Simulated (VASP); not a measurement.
Wanted: the native input for a VASP 6.6.1 run.

- Task: single point
- Functional: PBE
- Potentials or basis: VASP PAW PBE potentials, release 64 (La, Na_pv)
- Cutoff: 520 eV
- k mesh: 5 × 5 × 5
- Occupations: fermi-dirac, width 0.05 eV
- Spin: no spin polarisation
- Dipole correction: no
- Further INCAR settings: ALGO = Normal; EDIFF = 1e-07; NBANDS = 28

The structure of NaLa3 lies in POSCAR:

```
NaLa3
1.0
    5.1489857286      0.0000000000      0.0000000000
    0.0000000000      5.1489857286      0.0000000000
    0.0000000000      0.0000000000      5.1489857286
La Na
3 1
Direct
    0.5000000000      0.5000000000      0.0000000000
    0.0000000000      0.5000000000      0.5000000000
    0.5000000000      0.0000000000      0.5000000000
    0.0000000000      0.0000000000      0.0000000000
```

The input as run:

INCAR

```
PREC = Accurate
ENCUT = 520
EDIFF = 1E-7
ISMEAR = -1
SIGMA = 0.05
LREAL = F
LASPH = T
NELM = 80
ALGO = Normal
ISIF = 2
LWAVE = F
LCHARG = F
GGA = PE
NBANDS = 28
```

KPOINTS

```
Automatic mesh
0
Gamma
  5 5 5
```

Potentials or basis: VASP PAW PBE potentials, release 64 (La, Na_pv).

The run is started by

```sh
$ cat potpaw_PBE.64/La/POTCAR potpaw_PBE.64/Na_pv/POTCAR > POTCAR
$ mpirun -np 1 vasp_std > vasp.out
```

It gave:

| Property | Result |
| --- | --- |
| Pressure | 1.9 GPa |
| Band gap on the k mesh | zero (bands 20 and 21 overlap by 1.50 eV) |

Caveat: spin-orbit coupling is left out, which moves the levels of the heavy elements.

It took 58 s on 1 thread of Intel(R) Xeon(R) Platinum 8259CL CPU @ 2.50GHz (Skylake/Cascade Lake) (shared host), peak memory 0.25 GiB.
